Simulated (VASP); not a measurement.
Set up this calculation in VASP 6.6.1, as the native input.

```
Task                   : single point
Functional             : PBE
Potentials or basis    : VASP PAW PBE potentials, release 64 (Na_pv, H)
Cutoff                 : 520 eV
k mesh                 : 6 × 6 × 6
Occupations            : gaussian, width 0.02 eV
Spin                   : no spin polarisation
Dipole correction      : no
Further INCAR settings : ALGO = Normal; EDIFF = 1e-06; NBANDS = 16
```

The structure of NaH lies in POSCAR:

```
NaH
1.0
    4.1010698277      0.0000000000      0.0000000000
   -2.0505349139      3.5516306535      0.0000000000
    0.0000000000      0.0000000000      5.0352942592
Na H
2 2
Direct
    0.3333333333      0.6666666667      0.2500000000
    0.6666666667      0.3333333333      0.7500000000
    0.3333333333      0.6666666667      0.7500000000
    0.6666666667      0.3333333333      0.2500000000
```

This cell differs from its parent crystal: volume scaled by 1.10, then relaxed in part.

These files were run (other wordings do the same):

INCAR

```
PREC = Accurate
ENCUT = 520
EDIFF = 1E-6
ISMEAR = 0
SIGMA = 0.02
LREAL = False
LASPH = True
NELM = 80
ALGO = Normal
ISIF = 2
LWAVE = False
LCHARG = False
GGA = PE
NBANDS = 16
```

KPOINTS

```
regular mesh
0
Gamma
  6 6 6
```

Potentials or basis: VASP PAW PBE potentials, release 64 (Na_pv, H).

Command:

```bash
$ cat potpaw_PBE.64/Na_pv/POTCAR potpaw_PBE.64/H/POTCAR > POTCAR
$ mpirun -np 1 vasp_std > vasp.out
```

Results of the run:

```json
{
 "Pressure": "-1.6 GPa",
 "Band gap on the k mesh": "3.33 eV, indirect (least direct gap 4.16 eV)"
}
```

Run time: 22 s on 1 thread of Intel(R) Xeon(R) Platinum 8488C (Sapphire Rapids) (shared host), peak memory 0.19 GiB.
